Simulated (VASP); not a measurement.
Mg3CdS2:

```
Mg Cd S
1.0
     5.78781    0.00000    0.00000
    -2.89391    5.01239    0.00000
     0.00000    0.00000    4.27477
Mg Cd S
3 1 2
Direct
  0.00000 0.50000 0.99502
  0.50000 0.00000 0.99502
  0.50000 0.50000 0.99502
  0.00000 0.00000 0.19263
  0.66667 0.33333 0.49615
  0.33333 0.66667 0.49615
```

| Quantity | Value |
| --- | --- |
| Program | VASP 6.6.1 |
| Task | relaxation of cell and atoms |
| Functional | PBE |
| Potentials or basis | VASP PAW PBE potentials, release 64 (Mg, Cd, S) |
| Cutoff | 600 eV |
| k mesh | 3 × 3 × 4 |
| Occupations | gaussian, width 0.1 eV |
| Spin | no spin polarisation |

At the start: pressure 2.5 GPa; volume 20.67 Å³/atom.

Where does the relaxation end?

Over 18 steps the energy falls by 315.2 meV/atom and the volume is 22.19 Å³/atom (+7.4 %); space group P6mm (No. 183, to 0.05 Å).

The path:
```tsv
step	energy change (eV)	largest force (eV/Å)	pressure (GPa)	volume (Å³)
1	0.0000	0.5157	2.53	124.01
2	-1.0381	0.7743	0.16	129.38
3	-1.6889	0.4105	-0.73	134.90
4	-1.7227	0.3092	-0.78	135.91
5	-1.7425	0.3108	0.07	133.14
6	-1.7455	0.3096	0.60	131.55
7	-1.7623	0.3194	0.44	131.97
8	-1.7819	0.3540	0.13	133.25
9	-1.7973	0.3450	-0.07	133.84
10	-1.8339	0.2968	-0.67	135.60
11	-1.8411	0.1607	-1.80	139.16
12	-1.8504	0.2252	-1.31	137.54
13	-1.8755	0.1683	-0.77	135.44
14	-1.8870	0.0865	-0.07	132.98
15	-1.8871	0.0819	-0.03	132.86
16	-1.8886	0.0582	-0.07	132.93
17	-1.8909	0.0400	-0.16	133.11
18	-1.8910	0.0375	-0.17	133.15
```

Final structure:
```yaml
crystal:
  lattice:
    - [6.55346, 0.00000, 0.00000]
    - [-3.27673, 5.67546, 0.00000]
    - [0.00000, 0.00000, 3.57993]
  atoms:
    - { symbol: Mg, position: [0.00000, 0.50000, 0.02980] }
    - { symbol: Mg, position: [0.50000, 0.00000, 0.02980] }
    - { symbol: Mg, position: [0.50000, 0.50000, 0.02980] }
    - { symbol: Cd, position: [0.00000, 0.00000, 0.01988] }
    - { symbol: S, position: [0.66667, 0.33333, 0.53035] }
    - { symbol: S, position: [0.33333, 0.66667, 0.53035] }
```

Caveat: the k points lie up to 0.44 Å⁻¹ apart in the final cell.
